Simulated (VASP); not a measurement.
# HfBe2Si2 (P-3m1) in VASP: a series of runs, part 2 of 2

VASP 6.6.1. Earlier steps stand in the parts before.

**4. Relaxation of cell and atoms, PBE**

Input file INCAR:

```
PREC = Accurate
ENCUT = 600
EDIFF = 1E-6
ISMEAR = 0
SIGMA = 0.1
LREAL = F
LASPH = T
NELM = 60
ALGO = Normal
ISIF = 3
LWAVE = F
LCHARG = F
GGA = PE
IBRION = 2
NSW = 90
EDIFFG = -0.04
```

Input file KPOINTS:

```
Automatic mesh
0
Gamma
  6 6 4
```

Input file POSCAR:

```
HfBe2Si2
1.0
    3.4410623200      0.0000000000      0.0000000000
   -1.7205311600      2.9800473800      0.0000000000
    0.0000000000      0.0000000000      5.6969666000
Hf Be Si
1 2 2
Direct
    0.0000000000      0.0000000000      0.0000000000
    0.3333333300      0.6666666700      0.3764900000
    0.6666666700      0.3333333300      0.6235100000
    0.3333333300      0.6666666700      0.7462999800
    0.6666666700      0.3333333300      0.2537000200
```

Command:

```
$ cat potpaw_PBE.64/Hf_pv/POTCAR potpaw_PBE.64/Be/POTCAR potpaw_PBE.64/Si/POTCAR > POTCAR
$ mpirun -np 1 vasp_std > vasp.out
```

It took 2.6 min on 1 thread of Intel Xeon Platinum 8559C (Emerald Rapids), shared host; peak memory 0.21 GiB.

The run converged. Its results:

```
Free energy                           : -29.2632 eV
Relaxed volume                        : 14.58 Å³/atom
Relaxed cell                          : a = 3.786 Å, b = 3.786 Å, c = 5.873 Å, α = 90.00°, β = 90.00°, γ = 120.00°
Space group after relaxing (to 0.1 Å) : P-3m1 (No. 164)
Energy gained by relaxing             : 441.6 meV/atom
Ionic steps                           : 15
Pressure after relaxing               : 0.0 GPa
Largest force after relaxing          : 0.038 eV/Å
Band gap on the k mesh                : zero (bands 11 and 12 overlap by 1.26 eV)
```

Forces in eV/Å, atoms in the order of the input:
```
Hf   0.000  0.000  0.000
Be   0.000  0.000 -0.038
Be   0.000  0.000  0.038
Si   0.000  0.000  0.015
Si   0.000  0.000 -0.015
```

Stress tensor (GPa, compression positive):
```
 0.12  0.00  0.00
 0.00  0.12  0.00
 0.00  0.00 -0.16
```

The path:
| step | energy change (eV) | largest force (eV/Å) | pressure (GPa) | volume (Å³) |
| --- | --- | --- | --- | --- |
| 1 | 0.0000 | 1.6161 | 44.15 | 58.42 |
| 2 | -1.1302 | 0.4336 | -14.84 | 90.09 |
| 3 | -1.9604 | 0.5410 | -0.64 | 75.15 |
| 4 | -1.9607 | 0.5455 | -0.10 | 74.79 |
| 5 | -1.9875 | 0.4857 | -0.09 | 74.71 |
| 6 | -2.0545 | 0.3205 | 0.00 | 74.46 |
| 7 | -2.1394 | 0.4217 | 0.24 | 73.94 |
| 8 | -2.1028 | 0.7351 | 1.11 | 72.83 |
| 9 | -2.1610 | 0.5507 | 0.52 | 73.56 |
| 10 | -2.1906 | 0.1927 | -1.34 | 74.23 |
| 11 | -2.1913 | 0.1321 | -1.66 | 74.35 |
| 12 | -2.2058 | 0.0781 | 0.88 | 72.27 |
| 13 | -2.2069 | 0.0649 | 0.32 | 72.71 |
| 14 | -2.2080 | 0.0300 | -0.07 | 72.96 |
| 15 | -2.2081 | 0.0380 | 0.02 | 72.90 |

Final structure:
```
Hf Be Si
1.0
     3.78584    0.00000    0.00000
    -1.89292    3.27863    0.00000
     0.00000    0.00000    5.87336
Hf Be Si
1 2 2
Cartesian
  0.0000 0.0000 0.0000
  0.0000 2.1858 1.7955
  1.8929 1.0929 4.0779
  0.0000 2.1858 4.1849
  1.8929 1.0929 1.6884
```

Levels at points of the mesh, in eV from the Fermi level:
```csv
k point,band 8,band 9,band 10,band 11,band 12,band 13,band 14,band 15
"(0.00, 0.00, 0.00)",-2.13,0.44,0.44,0.81,1.00,1.00,2.43,2.43
"(0.50, 0.00, 0.00)",-2.96,-2.95,-2.56,-2.18,-0.45,3.04,3.35,3.67
"(0.00, 0.00, 0.50)",-1.60,-1.60,-0.67,-0.67,0.16,0.16,2.27,3.47
"(0.50, 0.00, 0.50)",-3.21,-2.32,-1.26,-1.04,0.57,2.13,2.43,2.72
```

Caveat: the volume moved by over 15 % at a fixed basis, so the end points are rough; spin-orbit coupling is left out, which moves the levels of the heavy elements.

**5. Single point, PBE**

This run uses another cell than the first one, of 14.46 Å³/atom.

Input file INCAR:

```
SYSTEM = HfBe2Si2
  PREC = Accurate
  ENCUT = 520
  EDIFF = 1E-6
  ISMEAR = 0
  SIGMA = 0.1
  LREAL = .False.
  LASPH = .True.
  NELM = 100
  ALGO = Fast
  ISIF = 2
  LWAVE = .False.
  LCHARG = .False.
  GGA = PE
  NBANDS = 19
```

Input file KPOINTS:

```
regular mesh
0
Gamma
  12 12 6
  0 0 0
```

Input file POSCAR:

```
HfBe2Si2
1.0
    3.7849856508      0.0000000000      0.0000000000
   -1.8924928254      3.2778937266      0.0000000000
    0.0000000000      0.0000000000      5.8270928988
Hf Be Si
1 2 2
Direct
    0.0000000000      0.0000000000      0.0000000000
    0.3333333333      0.6666666667      0.2905272177
    0.6666666667      0.3333333333      0.7094727823
    0.3333333333      0.6666666667      0.7058587345
    0.6666666667      0.3333333333      0.2941412655
```

Potentials or basis: VASP PAW PBE potentials, release 64 (Hf_pv, Be, Si).

Command:

```
$ cat potpaw_PBE.64/Hf_pv/POTCAR potpaw_PBE.64/Be/POTCAR potpaw_PBE.64/Si/POTCAR > POTCAR
$ mpirun -np 1 vasp_std > vasp.out
```

OUTCAR:

```text
SYSTEM = HfBe2Si2
   PREC = Accurate
   ENCUT = 520
   EDIFF = 1E-6
   ISMEAR = 0
   LREAL = .False.
   LASPH = .True.
   NELM = 100
   ISIF = 2
   GGA = PE

 ion  position               nearest neighbor table
   1  0.000  0.000  0.000-   2 2.76   3 2.76   3 2.76   2 2.76   3 2.76   2 2.76   4 2.78   5 2.78
                             5 2.78   4 2.78   4 2.78   5 2.78
   2  0.333  0.667  0.291-   5 2.19   5 2.19   5 2.19   4 2.42   1 2.76   1 2.76   1 2.76
   3  0.667  0.333  0.709-   4 2.19   4 2.19   4 2.19   5 2.42   1 2.76   1 2.76   1 2.76
   4  0.333  0.667  0.706-   3 2.19   3 2.19   3 2.19   2 2.42   1 2.78   1 2.78   1 2.78
   5  0.667  0.333  0.294-   2 2.19   2 2.19   2 2.19   3 2.42   1 2.78   1 2.78   1 2.78

  LATTYP: Found a hexagonal cell.
 ALAT       =     3.7849856508
 C/A-ratio  =     1.5395283989

  Lattice vectors:

 A1 = (   3.7849856508,   0.0000000000,   0.0000000000)
 A2 = (  -1.8924928254,   3.2778937266,   0.0000000000)
 A3 = (   0.0000000000,   0.0000000000,   5.8270928988)

Analysis of symmetry for initial positions (statically):
=====================================================================
 Subroutine PRICEL returns:
 Original cell was already a primitive cell.
[... 181 lines left out ...]
 fundamental gap:      0.0150075249
 Fermi energy:         6.5564630833

 k-point     1 :       0.0000    0.0000    0.0000
  band No.  band energies     occupation
      1     -24.2836      2.00000
      2     -24.2208      2.00000
      3     -24.2208      2.00000
      4      -4.7709      2.00000
      5      -1.2023      2.00000
      6       0.3246      2.00000
[... 505 lines left out ...]
      6       1.4592      2.00000
[... 11 lines left out ...]
     18      11.6195      0.00000
     19      11.6217      0.00000

 [... further k-points ...]

------------------------ aborting loop because EDIFF is reached ----------------------------------------

  FORCE on cell =-STRESS in cart. coord.  units (eV):
  Direction    XX          YY          ZZ          XY          YZ          ZX
  --------------------------------------------------------------------------------------
  -------------------------------------------------------------------------------------
  Total       -0.0390632     -0.0390632     -0.0339982      0.0000000      0.0000000      0.0000000
  in kB       -0.8656988     -0.8656988     -0.7534528      0.0000000      0.0000000      0.0000000
  external PRESSURE =      -0.8282835 kB  Pullay stress =       0.0000000 kB

 VOLUME and BASIS-vectors are now :
 -----------------------------------------------------------------------------
  energy-cutoff  :      520.00
  volume of cell :       72.30
      direct lattice vectors                 reciprocal lattice vectors
     3.784985651  0.000000000  0.000000000     0.264201794  0.152536977  0.000000000
    -1.892492825  3.277893727  0.000000000     0.000000000  0.305073954  0.000000000
     0.000000000  0.000000000  5.827092899     0.000000000  0.000000000  0.171612160

 POSITION                                       TOTAL-FORCE (eV/Angst)
 -----------------------------------------------------------------------------------
      0.00000      0.00000      0.00000        -0.000000      0.000000      0.000000
     -0.00000      2.18526      1.69293        -0.000000      0.000000     -0.000896
      1.89249      1.09263      4.13416         0.000000     -0.000000      0.000896
     -0.00000      2.18526      4.11310         0.000000     -0.000000      0.006603
      1.89249      1.09263      1.71399         0.000000      0.000000     -0.006603
 -----------------------------------------------------------------------------------
    total drift:                                0.000000     -0.000000     -0.000000

  FREE ENERGIE OF THE ION-ELECTRON SYSTEM (eV)
  ---------------------------------------------------
  free  energy   TOTEN  =       -29.3014801165 eV

  energy  without entropy=      -29.2967422290  energy(sigma->0) =      -29.29911117
```

OSZICAR:

```text
N       E                     dE             d eps       ncg     rms          rms(c)
DAV:   1     0.476540280347E+02    0.47654E+02   -0.10324E+04  3800   0.102E+03
DAV:   2    -0.281899855049E+02   -0.75844E+02   -0.73522E+02  4691   0.211E+02
DAV:   3    -0.311222502123E+02   -0.29323E+01   -0.28972E+01  5479   0.323E+01
DAV:   4    -0.311531073269E+02   -0.30857E-01   -0.30814E-01  4899   0.374E+00
DAV:   5    -0.311535063422E+02   -0.39902E-03   -0.39893E-03  5206   0.430E-01    0.406E+01
RMM:   6    -0.294479329002E+02    0.17056E+01   -0.25935E+00  4731   0.682E+00    0.273E+01
RMM:   7    -0.294332845683E+02    0.14648E-01   -0.34102E+00  5255   0.783E+00    0.489E+00
RMM:   8    -0.293092895231E+02    0.12400E+00   -0.31171E-01  4291   0.342E+00    0.176E+00
RMM:   9    -0.293009633444E+02    0.83262E-02   -0.51646E-02  4774   0.132E+00    0.417E-01
RMM:  10    -0.293013870715E+02   -0.42373E-03   -0.86226E-03  5434   0.502E-01    0.290E-01
RMM:  11    -0.293016554016E+02   -0.26833E-03   -0.18686E-03  5036   0.206E-01    0.424E-01
RMM:  12    -0.293014768572E+02    0.17854E-03   -0.65546E-04  5278   0.132E-01    0.474E-02
RMM:  13    -0.293014857475E+02   -0.88904E-05   -0.11942E-04  5697   0.551E-02    0.732E-02
RMM:  14    -0.293014795191E+02    0.62284E-05   -0.18942E-05  5183   0.233E-02    0.150E-02
RMM:  15    -0.293014801165E+02   -0.59732E-06   -0.51239E-06  4912   0.113E-02
   1 F= -.29301480E+02 E0= -.29299111E+02  d E =-.473789E-02
```

stdout:

```text
POSCAR found type information on POSCAR HfBeSi
 POSCAR found :  3 types and       5 ions
 scaLAPACK will be used
 LDA part: xc-table for (Slater+PW92), standard interpolation
 POSCAR, INCAR and KPOINTS ok, starting setup
 FFT: planning ... GRIDC
 FFT: planning ... GRID_SOFT
 FFT: planning ... GRID
 WAVECAR not read
 entering main loop
```

Run time: 92 s. Hardware: 1 thread of Intel Xeon Platinum 8559C (Emerald Rapids), shared host; peak memory 0.29 GiB.

Results:

* Free energy: -29.3015 eV
* Pressure: -0.1 GPa
* Largest force: 0.007 eV/Å
* Band gap on the k mesh: zero (bands 11 and 12 overlap by 1.44 eV)

Forces on the atoms (eV/Å):
```
Hf   0.000  0.000  0.000
Be   0.000  0.000 -0.001
Be   0.000  0.000  0.001
Si   0.000  0.000  0.007
Si   0.000  0.000 -0.007
```

Caveat: spin-orbit coupling is left out, which moves the levels of the heavy elements.

**6. Relaxation of cell and atoms, PBE**

This run uses another cell than the first one, of 14.57 Å³/atom.

Input file INCAR:

```
SYSTEM = HfBe2Si2
ALGO = Fast ; EDIFF = 1E-6
EDIFFG = -0.01 ; ENCUT = 600
GGA = PE ; IBRION = 2
ISIF = 3 ; ISMEAR = 0
LASPH = .TRUE. ; LCHARG = .FALSE.
LREAL = .FALSE. ; LWAVE = .FALSE.
NELM = 80 ; NSW = 100
PREC = Accurate ; SIGMA = 0.1
```

Input file KPOINTS:

```
k-points
0
G
  12 12 6
  0 0 0
```

Input file POSCAR:

```
HfBe2Si2
1.0
    3.7887027058      0.0000000000      0.0000000000
   -1.8943513529      3.2811127906      0.0000000000
    0.0000000000      0.0000000000      5.8586929976
Hf Be Si
1 2 2
Direct
    0.0000000000      0.0000000000      0.0000000000
    0.3333333333      0.6666666667      0.3008405580
    0.6666666667      0.3333333333      0.6991594420
    0.3333333333      0.6666666667      0.7109025607
    0.6666666667      0.3333333333      0.2890974393
```

Potentials or basis: VASP PAW PBE potentials, release 64 (Hf_pv, Be, Si).

Command:

```
$ cat potpaw_PBE.64/Hf_pv/POTCAR potpaw_PBE.64/Be/POTCAR potpaw_PBE.64/Si/POTCAR > POTCAR
$ mpirun -np 1 vasp_std > vasp.out
```

Run time: 7.5 min. Hardware: 1 thread of Intel Xeon Platinum 8559C (Emerald Rapids), shared host; peak memory 0.32 GiB.

It converged, with:

```
Free energy                           : -29.3021 eV
Relaxed volume                        : 14.46 Å³/atom
Relaxed cell                          : a = 3.785 Å, b = 3.785 Å, c = 5.825 Å, α = 90.00°, β = 90.00°, γ = 120.00°
Space group after relaxing (to 0.1 Å) : P-3m1 (No. 164)
Energy gained by relaxing             : 1.5 meV/atom
Ionic steps                           : 11
Pressure after relaxing               : 0.0 GPa
Largest force after relaxing          : 0.004 eV/Å
Band gap on the k mesh                : zero (bands 11 and 12 overlap by 1.45 eV)
```

Forces in eV/Å, atoms in the order of the input:
```
Hf   0.000  0.000  0.000
Be   0.000  0.000  0.004
Be   0.000  0.000 -0.004
Si   0.000  0.000 -0.002
Si   0.000  0.000  0.002
```

Stress tensor (GPa, compression positive):
```
-0.06  0.00  0.00
 0.00 -0.06  0.00
 0.00  0.00  0.02
```

The path:
```tsv
step	energy change (eV)	largest force (eV/Å)	pressure (GPa)	volume (Å³)
1	0.0000	0.1090	-0.31	72.83
2	-0.0013	0.0933	0.14	72.53
3	-0.0016	0.0833	0.45	72.34
4	-0.0025	0.0716	0.35	72.39
5	-0.0042	0.0679	0.01	72.54
6	-0.0025	0.0934	-0.63	72.84
7	-0.0044	0.0744	-0.14	72.61
8	-0.0055	0.0727	-0.12	72.56
9	-0.0064	0.0703	-0.05	72.45
10	-0.0072	0.0316	-0.04	72.35
11	-0.0073	0.0037	-0.03	72.28
```

Final structure:
```cif
data_structure
_symmetry_space_group_name_H-M 'P 1'
_symmetry_Int_Tables_number 1
_cell_length_a 3.7853
_cell_length_b 3.7853
_cell_length_c 5.8250
_cell_angle_alpha 90.000
_cell_angle_beta 90.000
_cell_angle_gamma 120.000
_cell_volume 72.28
loop_
_atom_site_label
_atom_site_type_symbol
_atom_site_fract_x
_atom_site_fract_y
_atom_site_fract_z
_atom_site_occupancy
Hf1 Hf 0.00000 0.00000 0.00000 1
Be1 Be 0.33333 0.66667 0.29044 1
Be2 Be 0.66667 0.33333 0.70956 1
Si1 Si 0.33333 0.66667 0.70604 1
Si2 Si 0.66667 0.33333 0.29396 1
```

Levels at points of the mesh, in eV from the Fermi level:
| k point | band 9 | band 10 | band 11 | band 12 | band 13 | band 14 |
| --- | --- | --- | --- | --- | --- | --- |
| (0.00, 0.00, 0.00) | 0.35 | 0.35 | 0.85 | 0.88 | 0.88 | 2.34 |
| (0.50, 0.00, 0.00) | -3.00 | -2.67 | -2.31 | -0.59 | 2.98 | 3.33 |
| (0.00, 0.00, 0.50) | -1.73 | -0.78 | -0.78 | 0.03 | 0.03 | 2.17 |
| (0.50, 0.00, 0.50) | -2.27 | -1.39 | -1.18 | 0.57 | 1.87 | 2.44 |

Caveat: spin-orbit coupling is left out, which moves the levels of the heavy elements.

**7. Summary**

| task | cell | k mesh | cutoff (eV) | gap on the mesh (eV) | pressure (GPa) | relaxed volume (Å³/atom) | largest force (eV/Å) |
| --- | --- | --- | --- | --- | --- | --- | --- |
| single point | a = 3.441, b = 3.441, c = 5.697 Å, angles 90.0, 90.0, 120.0°, 5 atoms, atomic positions A | 6 × 6 × 4 | 520 | none | 44.1 | - | 1.62 |
| single point | a = 3.789, b = 3.789, c = 5.859 Å, angles 90.0, 90.0, 120.0°, 5 atoms, atomic positions B | 6 × 6 × 4 | 520 | none | -0.1 | - | 0.02 |
| relaxation of cell and atoms | relaxed from a = 3.441, b = 3.441, c = 5.697 Å, angles 90.0, 90.0, 120.0°, 5 atoms, atomic positions A | 6 × 6 × 4 | 600 | none | 0.0 | 14.58 | 0.04 |
| single point | a = 3.785, b = 3.785, c = 5.827 Å, angles 90.0, 90.0, 120.0°, 5 atoms, atomic positions C | 12 × 12 × 6 | 520 | none | -0.1 | - | 0.01 |
| relaxation of cell and atoms | relaxed from a = 3.789, b = 3.789, c = 5.859 Å, angles 90.0, 90.0, 120.0°, 5 atoms, atomic positions B | 12 × 12 × 6 | 600 | none | 0.0 | 14.46 | - |

Alike in all rows: level PBE; potentials or basis VASP PAW PBE potentials, release 64 (Hf_pv, Be, Si); no spin polarisation; smearing gaussian 0.1 eV.

Caveats: spin-orbit coupling is left out, which moves the levels of the heavy elements; the cell stands under pressure (at least some runs); forces of over 1 eV/Å act on the atoms, so gaps and moduli don't describe the material at rest (at least some runs); the volume moved by over 15 % at a fixed basis, so the end points are rough (at least some runs).

Absolute energies hang on the potentials; compare differences alone.

The gap in the log of VASP goes by the Fermi energy; the results here count the filled bands.